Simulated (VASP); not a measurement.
# Hg (Im-3m) in VASP: notebook

Hg is run at these levels: LDA; tasks: single point.

Everything below comes from runs of VASP 6.6.1. Logs are shortened: lines on timing, memory, paths and dates and some standing lists are left out, and cuts for length are marked.

**1. The cell of the first run**

Symmetry: Im-3m, No. 229, cubic system. The conventional cell has a = 3.554 Å, b = 3.554 Å, c = 3.554 Å, α = 90.00°, β = 90.00°, γ = 90.00°. Within 4.1 Å of Hg (site symmetry m-3m) lie 14 Hg at 3.08 to 3.55 Å.

**2. Single point, LDA**

INCAR

```
ALGO = Normal ; EDIFF = 1E-7
ENCUT = 520 ; GGA = CA
ISIF = 2 ; ISMEAR = -1
LASPH = T ; LCHARG = F
LREAL = F ; LWAVE = F
NBANDS = 12 ; NELM = 100
PREC = Accurate ; SIGMA = 0.1
```

KPOINTS

```
k-points
0
Gamma
  12 12 12
```

POSCAR

```
Hg
1.0
   -1.7771531594      1.7771531594      1.7771531594
    1.7771531594     -1.7771531594      1.7771531594
    1.7771531594      1.7771531594     -1.7771531594
Hg
1
Direct
    0.0000000000      0.0000000000      0.0000000000
```

Potentials or basis: VASP PAW LDA potentials, release 64 (Hg).

Started as:

```sh
$ cat potpaw_LDA.64/Hg/POTCAR > POTCAR
$ mpirun -np 1 vasp_std > vasp.out
```

OUTCAR:

```text
EDIFF = 1E-7
   ENCUT = 520
   GGA = CA
   ISIF = 2
   ISMEAR = -1
   LASPH = T
   LREAL = F
   NELM = 100
   PREC = Accurate

 ion  position               nearest neighbor table
   1  0.000  0.000  0.000-

  LATTYP: Found a body centered cubic cell.
 ALAT       =     3.5543063188

  Lattice vectors:

 A1 = (  -1.7771531594,   1.7771531594,   1.7771531594)
 A2 = (   1.7771531594,  -1.7771531594,   1.7771531594)
 A3 = (   1.7771531594,   1.7771531594,  -1.7771531594)

Analysis of symmetry for initial positions (statically):
=====================================================================
 Subroutine PRICEL returns:
 Original cell was already a primitive cell.

 Routine SETGRP: Setting up the symmetry group for a
 body centered cubic supercell.

 Subroutine GETGRP returns: Found 48 space group operations
 (whereof 48 operations were pure point group operations)
 out of a pool of 48 trial point group operations.

The static configuration has the point symmetry O_h .

Analysis of symmetry for dynamics (positions and initial velocities):
=====================================================================
 Subroutine PRICEL returns:
 Original cell was already a primitive cell.

 Routine SETGRP: Setting up the symmetry group for a
 body centered cubic supercell.

 Subroutine GETGRP returns: Found 48 space group operations
 (whereof 48 operations were pure point group operations)
 out of a pool of 48 trial point group operations.

The dynamic configuration has the point symmetry O_h .

 Subroutine INISYM returns: Found 48 space group operations
 (whereof 48 operations are pure point group operations),
 and found     1 'primitive' translations

----------------------------------------------------------------------------------------

                                     Primitive cell

  volume of cell :      22.4509

  direct lattice vectors                    reciprocal lattice vectors
    -1.777153159  1.777153159  1.777153159     0.000000000  0.281348851  0.281348851
     1.777153159 -1.777153159  1.777153159     0.281348851  0.000000000  0.281348851
     1.777153159  1.777153159 -1.777153159     0.281348851  0.281348851  0.000000000

  length of vectors
     3.078119565  3.078119565  3.078119565     0.397887361  0.397887361  0.397887361

  position of ions in fractional coordinates (direct lattice)
     0.000000000  0.000000000  0.000000000

  ion indices of the primitive-cell ions
   primitive index   ion index
                 1           1

----------------------------------------------------------------------------------------

 KPOINTS: k-points

Automatic generation of k-mesh.
 Grid dimensions read from file:
 generate k-points for:   12   12   12

 Generating k-lattice:

  Cartesian coordinates                     Fractional coordinates (reciprocal lattice)
     0.000000000  0.023445738  0.023445738     0.083333333  0.000000000  0.000000000
     0.023445738  0.000000000  0.023445738     0.000000000  0.083333333  0.000000000
     0.023445738  0.023445738  0.000000000     0.000000000  0.000000000  0.083333333

  Length of vectors
     0.033157280  0.033157280  0.033157280

  Shift w.r.t. Gamma in fractional coordinates (k-lattice)
     0.000000000  0.000000000  0.000000000

 Subroutine IBZKPT returns following result:
 ===========================================

 Found     72 irreducible k-points:

 Following reciprocal coordinates:
            Coordinates               Weight
  0.000000  0.000000  0.000000      1.000000
  0.083333  0.000000  0.000000     12.000000
  0.166667  0.000000  0.000000     12.000000
  0.250000  0.000000  0.000000     12.000000
  0.333333  0.000000  0.000000     12.000000
  0.416667  0.000000  0.000000     12.000000
[... 16 lines left out ...]
  0.333333  0.083333  0.083333     24.000000
  0.416667  0.083333  0.083333     12.000000
 [... further k-points ...]
   k-points           NKPTS =     72   k-points in BZ     NKDIM =     72   number of bands    NBANDS=     12
   number of dos      NEDOS =    301   number of ions     NIONS =      1
   total plane-waves  NPLWV =  13824
   dimension x,y,z NGX =    24 NGY =   24 NGZ =   24
   dimension x,y,z NGXF=    48 NGYF=   48 NGZF=   48
   ions per type =               1
   NGX,Y,Z   is equivalent  to a cutoff of  12.96, 12.96, 12.96 a.u.
   NGXF,Y,Z  is equivalent  to a cutoff of  25.92, 25.92, 25.92 a.u.
 SYSTEM =  unknown system
   PREC   = accura    normal or accurate (medium, high low for compatibility)
   ISTART =      0    job   : 0-new  1-cont  2-samecut
   ICHARG =      2    charge: 1-file 2-atom 10-const
   ISPIN  =      1    spin polarized calculation?
   LNONCOLLINEAR =      F non collinear calculations
   LSORBIT =      F    spin-orbit coupling
   LASPH  =      T    aspherical Exc in radial PAW
   ENCUT  =  520.0 eV  38.22 Ry    6.18 a.u.   5.72  5.72  5.72*2*pi/ulx,y,z
   NELM   =    100;   NELMIN=  2; NELMDL= -5     # of ELM steps
   EDIFF  = 0.1E-06   stopping-criterion for ELM
   LREAL  =      F    real-space projection
   EDIFFG = 0.1E-05   stopping-criterion for IOM
   NSW    =      0    number of steps for IOM
   IBRION =     -1    ionic relax: 0-MD 1-quasi-New 2-CG
   NFREE  =      0    steps in history (QN), initial steepest desc. (CG)
   ISIF   =      2    stress and relaxation
   ISYM   =      2    0-nonsym 1-usesym 2-fastsym
   POTIM  = 0.5000    time-step for ionic-motion
   TEBEG  =    0.0;   TEEND  =   0.0 temperature during run
   PSTRESS=    0.0 pullay stress
   NELECT =      12.0000    total number of electrons
   NUPDOWN=      -1.0000    fix difference up-down
   EMIN   =  10.00;   EMAX   =-10.00  energy-range for DOS
   EFERMI =   0.00;   METHOD = LEGACY
   ISMEAR =    -1;   SIGMA  =   0.10  broadening in eV -4-tet -1-fermi 0-gaus
   EFERMI_NEDOS =   21; number of points for ismear=-14 and -15
   IALGO  =     38    algorithm
   IMIX   =      4    mixing-type and parameters
     AMIX     =   0.40;   BMIX     =  1.00
     AMIX_MAG =   1.60;   BMIX_MAG =  1.00
  volume/ion in A,a.u.               =      22.45       151.51
  Fermi-wavevector in a.u.,A,eV,Ry     =   1.328588  2.510668 24.016278  1.765147
  Thomas-Fermi vector in A             =   2.457814
   LORBIT       =      0    0 simple, 1 ext, 2 COOP (PROOUT), +10 PAW based schemes
   GGA     = CA    functional components
   LHFCALC =     F    Hartree Fock is set to
   AEXX    =    0.0000 exact exchange contribution
   IVDW    =     0    specifies the selected vdW correction
   LEPSILON=     F    determine dielectric tensor
   LRPA    =     F    only Hartree local field effects (RPA)
 non-spin polarized calculation
  energy-cutoff  :      520.00
  volume of cell :       22.45
 maximum number of plane-waves:       619
   NGX = 11   NGY = 11   NGZ = 11

 number of electron      12.0000004 magnetization

 Free energy of the ion-electron system (eV)
  ---------------------------------------------------
  ext. energy  EPLUGINS =         0.00000000
  ---------------------------------------------------
  free energy    TOTEN  =        -0.94908423 eV

  energy without entropy =       -0.94283324  energy(sigma->0) =       -0.94595874

 E-fermi :   2.8240     XC(G=0): -11.4607

 val. band max:        2.7194616701   @ k =  -0.4167  -0.4167   0.1667
 cond. band min:       3.0006098243   @ k =   0.4167   0.0833  -0.0000
 fundamental gap:      0.2811481542
 Fermi energy:         2.8240104993

 k-point     1 :       0.0000    0.0000    0.0000
  band No.  band energies     occupation
      1      -6.5772      2.00000
      2      -4.3419      2.00000
      3      -4.3419      2.00000
      4      -4.3419      2.00000
      5      -3.3361      2.00000
      6      -3.3361      2.00000
      7      18.2428      0.00000
      8      18.2428      0.00000
      9      18.2428      0.00000
     10      19.8676      0.00000
     11      19.8676      0.00000
     12      19.8676      0.00000

 k-point     2 :       0.0833    0.0000    0.0000
  band No.  band energies     occupation
      1      -6.3818      2.00000
      2      -4.3783      2.00000
      3      -4.3277      2.00000
      4      -4.2430      2.00000
      5      -3.3748      2.00000
      6      -3.3341      2.00000
      7      17.1290      0.00000
      8      17.9730      0.00000
      9      18.3132      0.00000
     10      18.7437      0.00000
     11      19.0491      0.00000
     12      19.3392      0.00000

 k-point     3 :       0.1667    0.0000    0.0000
  band No.  band energies     occupation
      1      -5.8520      2.00000
      2      -4.4763      2.00000
      3      -4.2513      2.00000
      4      -3.9622      2.00000
      5      -3.4513      2.00000
      6      -3.3273      2.00000
      7      13.8777      0.00000
      8      16.6440      0.00000
      9      17.3654      0.00000
     10      18.3529      0.00000
     11      18.4911      0.00000
     12      19.7743      0.00000
[... 286 lines left out ...]
 k-point    23 :       0.3333    0.0833    0.0833
  band No.  band energies     occupation
      1      -5.0680      2.00000
      2      -4.8008      2.00000
      3      -3.3910      2.00000
      4      -3.2822      2.00000
      5      -3.2495      2.00000
      6      -0.0874      2.00000
      7       4.4930      0.00000
      8      10.8316      0.00000
      9      11.9811      0.00000
     10      20.3866      0.00000
     11      21.0019      0.00000
     12      24.1642      0.00000

 k-point    24 :       0.4167    0.0833    0.0833
  band No.  band energies     occupation
      1      -5.1113      2.00000
      2      -4.8284      2.00000
      3      -3.3756      2.00000
      4      -3.2748      2.00000
      5      -3.0563      2.00000
      6       1.8717      1.99985
      7       2.1460      1.99773
      8      10.5306      0.00000
      9      11.7855      0.00000
     10      20.4217      0.00000
     11      20.9303      0.00000
     12      24.0590      0.00000

 [... further k-points ...]
[... 5 lines left out ...]
  --------------------------------------------------------------------------------------
  -------------------------------------------------------------------------------------
  Total        0.0881851      0.0881851      0.0881851     -0.0000000      0.0000000     -0.0000000
  in kB        6.2931950      6.2931950      6.2931950     -0.0000000      0.0000000     -0.0000000
  external PRESSURE =       6.2931950 kB  Pullay stress =       0.0000000 kB

 VOLUME and BASIS-vectors are now :
 -----------------------------------------------------------------------------
  energy-cutoff  :      520.00
  volume of cell :       22.45
      direct lattice vectors                 reciprocal lattice vectors
    -1.777153159  1.777153159  1.777153159     0.000000000  0.281348851  0.281348851
     1.777153159 -1.777153159  1.777153159     0.281348851  0.000000000  0.281348851
     1.777153159  1.777153159 -1.777153159     0.281348851  0.281348851  0.000000000

 POSITION                                       TOTAL-FORCE (eV/Angst)
 -----------------------------------------------------------------------------------
      0.00000      0.00000      0.00000         0.000000      0.000000      0.000000
 -----------------------------------------------------------------------------------
    total drift:                               -0.000000      0.000000      0.000000

  FREE ENERGIE OF THE ION-ELECTRON SYSTEM (eV)
  ---------------------------------------------------
  free  energy   TOTEN  =        -0.9490842302 eV

  energy  without entropy=       -0.9428332434  energy(sigma->0) =       -0.94595874
```

Run time: 5.6 s. Hardware: 1 thread of AMD EPYC 9R45 (Zen 5), shared host; peak memory 0.11 GiB.

Results:

```
Free energy            : -0.9491 eV
Pressure               : 0.6 GPa
Band gap on the k mesh : zero (bands 6 and 7 overlap by 4.75 eV)
```

Caveat: spin-orbit coupling is left out, which moves the levels of the heavy elements.

**3. Single point, LDA (19.76 Å³/atom)**

This run uses another cell than the first one, of 19.76 Å³/atom.

INCAR

```
ALGO = Normal
EDIFF = 1E-6
ENCUT = 520
GGA = CA
ISIF = 2
ISMEAR = -1
LASPH = T
LCHARG = F
LREAL = F
LWAVE = F
NBANDS = 12
NELM = 80
PREC = Accurate
SIGMA = 0.1
```

KPOINTS

```
k-points
0
Gamma
  14 14 14
```

POSCAR

```
Hg
1.0
   -1.7030173874      1.7030173874      1.7030173874
    1.7030173874     -1.7030173874      1.7030173874
    1.7030173874      1.7030173874     -1.7030173874
Hg
1
Direct
    0.0000000000      0.0000000000      0.0000000000
```

Potentials or basis: VASP PAW LDA potentials, release 64 (Hg).

Started as:

```sh
$ cat potpaw_LDA.64/Hg/POTCAR > POTCAR
$ mpirun -np 1 vasp_std > vasp.out
```

OUTCAR:

```text
EDIFF = 1E-6
   ENCUT = 520
   GGA = CA
   ISIF = 2
   ISMEAR = -1
   LASPH = T
   LREAL = F
   NELM = 80
   PREC = Accurate

 ion  position               nearest neighbor table
   1  0.000  0.000  0.000-

  LATTYP: Found a body centered cubic cell.
 ALAT       =     3.4060347748

  Lattice vectors:

 A1 = (  -1.7030173874,   1.7030173874,   1.7030173874)
 A2 = (   1.7030173874,  -1.7030173874,   1.7030173874)
 A3 = (   1.7030173874,   1.7030173874,  -1.7030173874)

[... 528 lines left out ...]
      3      -3.2889      2.00000
      4      -2.3594      2.00000
      5      -2.1847      2.00000
      6       3.8148      1.97541
      7       5.4046      0.00002
      8       7.4905      0.00000
      9      15.0950      0.00000
     10      22.4495      0.00000
     11      23.3571      0.00000
     12      27.0504      0.00000

 [... further k-points ...]
[... 5 lines left out ...]
  --------------------------------------------------------------------------------------
  -------------------------------------------------------------------------------------
  Total        1.4194316      1.4194316      1.4194316      0.0000000      0.0000000     -0.0000000
  in kB      115.1086120    115.1086120    115.1086120      0.0000000      0.0000000     -0.0000000
  external PRESSURE =     115.1086120 kB  Pullay stress =       0.0000000 kB

 VOLUME and BASIS-vectors are now :
 -----------------------------------------------------------------------------
  energy-cutoff  :      520.00
  volume of cell :       19.76
      direct lattice vectors                 reciprocal lattice vectors
    -1.703017387  1.703017387  1.703017387     0.000000000  0.293596533  0.293596533
     1.703017387 -1.703017387  1.703017387     0.293596533  0.000000000  0.293596533
     1.703017387  1.703017387 -1.703017387     0.293596533  0.293596533  0.000000000

 POSITION                                       TOTAL-FORCE (eV/Angst)
 -----------------------------------------------------------------------------------
      0.00000      0.00000      0.00000         0.000000      0.000000     -0.000000
 -----------------------------------------------------------------------------------
    total drift:                               -0.000000      0.000000      0.000000

  FREE ENERGIE OF THE ION-ELECTRON SYSTEM (eV)
  ---------------------------------------------------
  free  energy   TOTEN  =        -0.8533643386 eV

  energy  without entropy=       -0.8435864514  energy(sigma->0) =       -0.84847540
```

OSZICAR:

```text
N       E                     dE             d eps       ncg     rms          rms(c)
DAV:   1     0.711213257869E+02    0.71121E+02   -0.68207E+03  2720   0.992E+02
DAV:   2     0.162781035551E+00   -0.70959E+02   -0.67065E+02  2772   0.233E+02
DAV:   3    -0.923948969665E+00   -0.10867E+01   -0.10860E+01  2948   0.315E+01
DAV:   4    -0.924891155326E+00   -0.94219E-03   -0.94216E-03  2756   0.965E-01
DAV:   5    -0.924892253714E+00   -0.10984E-05   -0.10984E-05  2852   0.323E-02    0.670E+00
DAV:   6    -0.863232939587E+00    0.61659E-01   -0.12959E-01  2888   0.416E+00    0.454E+00
DAV:   7    -0.854303269288E+00    0.89297E-02   -0.21499E-02  2852   0.143E+00    0.152E+00
DAV:   8    -0.853360098088E+00    0.94317E-03   -0.21182E-03  2688   0.655E-01    0.636E-02
DAV:   9    -0.853363640495E+00   -0.35424E-05   -0.31596E-06  2788   0.196E-02    0.139E-02
DAV:  10    -0.853364338638E+00   -0.69814E-06   -0.73520E-07  2468   0.987E-03
   1 F= -.85336434E+00 E0= -.84847540E+00  d E =-.977789E-02
```

stdout:

```text
POSCAR found type information on POSCAR Hg
 POSCAR found :  1 types and       1 ions
 scaLAPACK will be used
 LDA part: xc-table for (Slater(with rela. corr.)+CA(PZ))
 , standard interpolation
 POSCAR, INCAR and KPOINTS ok, starting setup
 FFT: planning ... GRIDC
 FFT: planning ... GRID_SOFT
 FFT: planning ... GRID
 WAVECAR not read
 entering main loop
```

Run time: 7.3 s. Hardware: 1 thread of AMD EPYC 9R45 (Zen 5), shared host; peak memory 0.11 GiB.

Results:

```yaml
Free_energy: -0.8534 eV
Pressure: 11.5 GPa
Band_gap_on_the_k_mesh: zero (bands 6 and 7 overlap by 4.57 eV)
```

Levels at points of the mesh, in eV from the Fermi level:
| k point | band 2 | band 3 | band 4 | band 5 | band 6 | band 7 | band 8 | band 9 | band 10 | band 11 |
| --- | --- | --- | --- | --- | --- | --- | --- | --- | --- | --- |
| (0.00, 0.00, 0.00) | -7.92 | -7.92 | -7.92 | -6.64 | -6.64 | 15.57 | 15.57 | 15.57 | 18.79 | 18.79 |
| (0.50, 0.00, 0.00) | -8.59 | -6.74 | -6.55 | -5.69 | -2.33 | -0.81 | 10.44 | 10.52 | 16.75 | 17.33 |
| (0.50, 0.50, 0.50) | -9.02 | -5.93 | -5.93 | -5.93 | 3.77 | 3.77 | 3.77 | 4.68 | 11.36 | 11.36 |

Caveat: the cell stands under pressure; spin-orbit coupling is left out, which moves the levels of the heavy elements.

The gap in the log of VASP goes by the Fermi energy; the results here count the filled bands.